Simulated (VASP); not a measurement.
Here is a VASP 6.6.1 calculation.

Contents of INCAR:

```
SYSTEM = Al12Si
ALGO = Normal
DIPOL = 0.5 0.5 0.327
EDIFF = 1E-6
EDIFFG = -0.025
ENCUT = 520
GGA = PE
IBRION = 2
IDIPOL = 3
ISIF = 2
ISMEAR = 0
LASPH = .True.
LCHARG = .False.
LDIPOL = .True.
LREAL = .False.
LWAVE = .False.
NELM = 80
NSW = 36
PREC = Accurate
SIGMA = 0.1
```

The input KPOINTS:

```
k-points
0
Gamma
  5 5 1
  0 0 0
```

Contents of POSCAR:

```
Al12Si
1.0
    5.7143028096      0.0000000000      0.0000000000
    0.0000000000      5.7143028096      0.0000000000
    0.0000000000      0.0000000000     19.6750228547
Al Si
12 1
Selective dynamics
Direct
    0.2500000000      0.2500000000      0.2033034487  F F F
    0.2500000000      0.7500000000      0.2033034487  F F F
    0.7500000000      0.2500000000      0.2033034487  F F F
    0.7500000000      0.7500000000      0.2033034487  F F F
    0.0000000000      0.0000000000      0.3092772455  F F F
    0.0000000000      0.5000000000      0.3092772455  F F F
    0.5000000000      0.0000000000      0.3092772455  F F F
    0.5000000000      0.5000000000      0.3092772455  F F F
    0.2500000000      0.2500000000      0.4155025849  F F F
    0.2500000000      0.7500000000      0.4155025849  F F F
    0.7500000000      0.2500000000      0.4155025849  F F F
    0.7500000000      0.7500000000      0.4155025849  F F F
    0.2500000000      0.2500000000      0.5334185852  F F T
```

Potentials or basis: VASP PAW PBE potentials, release 64 (Al, Si).

Run with:

```console
$ cat potpaw_PBE.64/Al/POTCAR potpaw_PBE.64/Si/POTCAR > POTCAR
$ mpirun -np 1 vasp_std > vasp.out
```

Predict the band gap on the k mesh.

zero (bands 20 and 21 overlap by 0.84 eV).

Predict the energy gained by relaxing.

0.1 meV/atom.

Step by step:
| step | energy change (eV) | largest force on free atoms (eV/Å) | pressure (GPa) |
| --- | --- | --- | --- |
| 1 | 0.0000 | 0.1180 | -1.47 |
| 2 | -0.0005 | 0.0578 | -1.48 |
| 3 | -0.0007 | 0.0012 | -1.49 |
